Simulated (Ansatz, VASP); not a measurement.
**Al2Ru in VASP and in Ansatz**

```xyz
6
Lattice="0.0000 3.9898 4.3915 2.3525 0.0000 4.3915 2.3525 3.9898 0.0000" Properties=species:S:1:pos:R:3 pbc="T T T"
Al    1.1762    0.6309    2.1958
Al    1.1762    3.3590    2.1958
Al    2.3525    1.3640    4.3915
Al    2.3525    6.6156    4.3915
Ru    3.5287    5.9848    6.5873
Ru    2.3525    3.9898    4.3915
```

Alike in both runs: task single point; functional r2SCAN; k mesh 2 × 2 × 2; occupations gaussian, width 0.01 eV; no spin polarisation.

|  | VASP | Ansatz |
| --- | --- | --- |
| version | VASP 6.6.1 | Ansatz 0.2.0 |
| potentials or method | VASP PAW PBE potentials, release 64 (Al, Ru_pv), cutoff 520 eV | scalar-relativistic, plane waves, PAW |
| valence electrons in the cell | 40 | 44 |

|  | VASP | Ansatz | Ansatz less VASP |
| --- | --- | --- | --- |
| gap on the k mesh at the Fermi level (eV) | 0.39 | 0.38 | -0.002 |
| least direct gap on the mesh (eV) | 1.36 | 1.36 | +0.003 |
| pressure (GPa) | 0.6 | 0.7 | +0.11 |
| traceless stress, the component that is largest in VASP (GPa) | -0.70 | -0.65 | +0.056 |
| rms of the force components (eV/Å) | 0.005 | 0.002 | -0.0032 |

VASP's potentials were made for PBE, not for r2SCAN. Atom by atom the forces differ by 0.003 eV/Å (rms over components). VASP's potentials hold 40 valence electrons a cell and Ansatz's 44, so a difference there can come from the potentials and not from the codes.

The k mesh is coarse, so the values compare programs but aren't converged.
